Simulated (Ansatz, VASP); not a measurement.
## Two plane-wave programs on NaCl

INCAR

```
SYSTEM = NaCl
PREC     = Accurate       ! precision mode
ENCUT    = 520            ! plane-wave cutoff, eV
EDIFF    = 1E-6           ! SCF threshold, eV
ISMEAR   = 0              ! smearing method
SIGMA    = 0.02           ! smearing width, eV
LREAL    = .False.        ! projectors in reciprocal space
LASPH    = .True.         ! aspherical terms in the spheres
NELM     = 60             ! most SCF steps
ALGO     = Normal         ! electronic algorithm
ISIF     = 2              ! what is computed and relaxed
LWAVE    = .False.        ! write WAVECAR
LCHARG   = .False.        ! write CHGCAR
GGA      = PS             ! functional
NBANDS   = 14             ! bands
```

The input KPOINTS:

```
regular mesh
0
Gamma
  6 6 6
  0 0 0
```

Contents of POSCAR:

```
NaCl
1.0
    3.5549329814      0.0000000000      0.0000000000
    0.0000000000      3.5549329814      0.0000000000
    0.0000000000      0.0000000000      3.5549329814
Na Cl
1 1
Direct
    0.0000000000      0.0000000000      0.0000000000
    0.5000000000      0.5000000000      0.5000000000
```

Input for Ansatz:

```yaml
crystal:
  lattice:
    - [3.5549329814, 0.0, 0.0]
    - [0.0, 3.5549329814, 0.0]
    - [0.0, 0.0, 3.5549329814]
  atoms:
    - { symbol: Na, position: [0.0, 0.0, 0.0] }
    - { symbol: Cl, position: [0.5, 0.5, 0.5] }
basis:
  ecutwfc: 420
kpoints:
  mp_grid: { grid: [6, 6, 6] }
hamiltonian:
  xc: pbesol
scf:
  occupations: { method: gaussian, width: 0.02 }
output:
  forces: true
  stress: true
  eigenvalues: true
  write_density: true
  write_potential: true
  elf: true
  volumetric_format: npy
```

Alike in both runs: task single point; functional PBEsol; k mesh 6 × 6 × 6; occupations gaussian, width 0.02 eV; no spin polarisation.

|  | VASP | Ansatz |
| --- | --- | --- |
| version | VASP 6.6.1 | Ansatz 0.2.0 |
| potentials or method | VASP PAW PBE potentials, release 64 (Na_pv, Cl), cutoff 520 eV | scalar-relativistic, plane waves, PAW |
| valence electrons in the cell | 14 | 16 |

```csv
,VASP,Ansatz,Ansatz less VASP
gap on the k mesh at the Fermi level (eV),3.70,3.70,+0.003
least direct gap on the mesh (eV),4.17,4.17,+0.003
pressure (GPa),-2.1,-2.1,0.00
```

VASP's potentials were made for PBE, not for PBEsol. VASP's potentials hold 14 valence electrons a cell and Ansatz's 16, so a difference there can come from the potentials and not from the codes.
